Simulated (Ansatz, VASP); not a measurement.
**One calculation of AlN, two programs**

INCAR

```
SYSTEM = AlN
  PREC = Accurate
  ENCUT = 520
  EDIFF = 1E-7
  ISMEAR = 0
  SIGMA = 0.01
  LREAL = .False.
  LASPH = .True.
  NELM = 60
  ALGO = Normal
  ISIF = 2
  LWAVE = .False.
  LCHARG = .False.
  GGA = PS
  NBANDS = 16
```

The input KPOINTS:

```
Automatic mesh
0
Gamma
  9 9 6
  0 0 0
```

The input POSCAR:

```
AlN
1.0
    3.1135756617      0.0000000000      0.0000000000
   -1.5567878308      2.6964356196      0.0000000000
    0.0000000000      0.0000000000      4.9831268447
Al N
2 2
Direct
    0.3333333333      0.6666666667     -0.0354024695
    0.6666666667      0.3333333333      0.4645975305
    0.3333333333      0.6666666667      0.4174024695
    0.6666666667      0.3333333333      0.9174024695
```

Input for Ansatz:

```yaml
crystal:
  lattice:
    - [3.1135756617, 0.0, 0.0]
    - [-1.5567878308, 2.6964356196, 0.0]
    - [0.0, 0.0, 4.9831268447]
  atoms:
    - { symbol: Al, position: [0.3333333333, 0.6666666667, -0.0354024695] }
    - { symbol: Al, position: [0.6666666667, 0.3333333333, 0.4645975305] }
    - { symbol: "N", position: [0.3333333333, 0.6666666667, 0.4174024695] }
    - { symbol: "N", position: [0.6666666667, 0.3333333333, 0.9174024695] }
basis:
  ecutwfc: 420
  xc_grid: 2
kpoints:
  mp_grid: { grid: [9, 9, 6] }
hamiltonian:
  xc: pbesol
  pseudopotentials: { kind: paw, azcp: { folder: soft_1 } }
scf:
  occupations: { method: fixed }
output:
  forces: true
  stress: true
  eigenvalues: true
  polarization: {}
```

Change from the starting cell: polar distortion scaled by 0.40.

Alike in both runs: task single point; functional PBEsol; k mesh 9 × 9 × 6; no spin polarisation.

|  | VASP | Ansatz |
| --- | --- | --- |
| version | VASP 6.6.1 | Ansatz 0.2.0 |
| potentials or method | VASP PAW PBE potentials, release 64 (Al, N), cutoff 520 eV | scalar-relativistic, plane waves, PAW |
| occupations | gaussian, width 0.01 eV | fixed |
| valence electrons in the cell | 16 | 16 |

Ansatz gave:

| Quantity | Value |
| --- | --- |
| gap on the k mesh at the Fermi level (eV) | 2.99 |
| least direct gap on the mesh (eV) | 2.99 |
| pressure (GPa) | 5.8 |
| traceless stress, the component that is largest in VASP (GPa) | -17.81 |
| rms of the force components (eV/Å) | 0.682 |

Task: Estimate VASP's values.

Result: gap on the k mesh at the Fermi level (eV): 3.01; least direct gap on the mesh (eV): 3.01; pressure (GPa): 5.9; traceless stress, the component that is largest in VASP (GPa): -18.05; rms of the force components (eV/Å): 0.687.

VASP's potentials were made for PBE, not for PBEsol, and Ansatz warns of the same on its side. Atom by atom the forces differ by 0.005 eV/Å (rms over components).
